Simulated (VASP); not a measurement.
The system is ZrGe2Pd3.

```xyz
6
Lattice="4.7029 0.0000 0.0000 0.0000 4.7029 0.0000 0.0000 0.0000 5.2665" Properties=species:S:1:pos:R:3 pbc="T T T"
Zr    0.0000    0.0000    0.0000
Ge    2.3514    0.0000    0.0000
Ge    0.0000    2.3514    0.0000
Pd    2.3514    2.3514    2.6333
Pd    2.3514    2.3514    0.0000
Pd    0.0000    0.0000    2.6333
```

The cell was built from a structure type or drawn by symmetry, and may not be a known phase.

```yaml
Program: VASP 6.6.1
Task: relaxation of cell and atoms
Functional: PBE
Potentials_or_basis: VASP PAW PBE potentials, release 64 (Zr_sv, Ge_d, Pd)
Cutoff: 600 eV
k_mesh: 4 × 4 × 3
Occupations: gaussian, width 0.2 eV
Spin: no spin polarisation
```

At the start: pressure 18.4 GPa; volume 19.41 Å³/atom.

Where does the relaxation end?

Over 5 steps the energy falls by 262.5 meV/atom and the volume is 22.77 Å³/atom (+17.3 %); space group P4/mmm (No. 123, to 0.1 Å) before and after.

Step by step:
| step | energy change (eV) | largest force (eV/Å) | pressure (GPa) | volume (Å³) |
| --- | --- | --- | --- | --- |
| 1 | 0.0000 | 0.0000 | 18.38 | 116.48 |
| 2 | -0.9276 | 0.0000 | -6.89 | 157.08 |
| 3 | -1.5661 | 0.0000 | -0.74 | 138.36 |
| 4 | -1.5666 | 0.0000 | -0.51 | 137.91 |
| 5 | -1.5752 | 0.0000 | 0.14 | 136.64 |

Final structure:
```cif
data_structure
_symmetry_space_group_name_H-M 'P 1'
_symmetry_Int_Tables_number 1
_cell_length_a 5.1171
_cell_length_b 5.1171
_cell_length_c 5.2183
_cell_angle_alpha 90.000
_cell_angle_beta 90.000
_cell_angle_gamma 90.000
_cell_volume 136.64
loop_
_atom_site_label
_atom_site_type_symbol
_atom_site_fract_x
_atom_site_fract_y
_atom_site_fract_z
_atom_site_occupancy
Zr1 Zr 0.00000 0.00000 0.00000 1
Ge1 Ge 0.50000 0.00000 0.00000 1
Ge2 Ge 0.00000 0.50000 0.00000 1
Pd1 Pd 0.50000 0.50000 0.50000 1
Pd2 Pd 0.50000 0.50000 0.00000 1
Pd3 Pd 0.00000 0.00000 0.50000 1
```

Caveat: the k points lie up to 0.40 Å⁻¹ apart in the final cell, too coarse for converged energies and pressures of a metal; the volume moved by over 15 % at a fixed basis, so the end points are rough.
